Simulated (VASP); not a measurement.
Set up this calculation in VASP 6.6.1, as the native input.

```yaml
Task: single point
Functional: LDA
Potentials_or_basis: VASP PAW LDA potentials, release 64 (Ru_pv, Al)
Cutoff: 520 eV
k_mesh: 14 × 14 × 14
Occupations: fermi-dirac, width 0.05 eV
Spin: no spin polarisation
Dipole_correction: no
Further_INCAR_settings: ALGO = Normal; EDIFF = 1e-07; NBANDS = 16
```

The structure of AlRu (rocksalt type) lies in POSCAR:

```
AlRu
1.0
    0.0000000000      2.3949829622      2.3949829622
    2.3949829622      0.0000000000      2.3949829622
    2.3949829622      2.3949829622      0.0000000000
Ru Al
1 1
Direct
    0.0000000000      0.0000000000      0.0000000000
    0.5000000000      0.5000000000      0.5000000000
```

This cell differs from its parent crystal: volume scaled by 0.94.

The input as run:

INCAR

```
PREC = Accurate
ENCUT = 520
EDIFF = 1E-7
ISMEAR = -1
SIGMA = 0.05
LREAL = False
LASPH = True
NELM = 60
ALGO = Normal
ISIF = 2
LWAVE = False
LCHARG = False
GGA = CA
NBANDS = 16
```

KPOINTS

```
regular mesh
0
Gamma
  14 14 14
```

Potentials or basis: VASP PAW LDA potentials, release 64 (Ru_pv, Al).

Launch:

```bash
$ cat potpaw_LDA.64/Ru_pv/POTCAR potpaw_LDA.64/Al/POTCAR > POTCAR
$ mpirun -np 1 vasp_std > vasp.out
```

Results of the run:

| Property | Result |
| --- | --- |
| Pressure | 12.3 GPa |

It took 76 s on 1 thread of Intel Xeon 8259CL (shared host), peak memory 0.17 GiB.
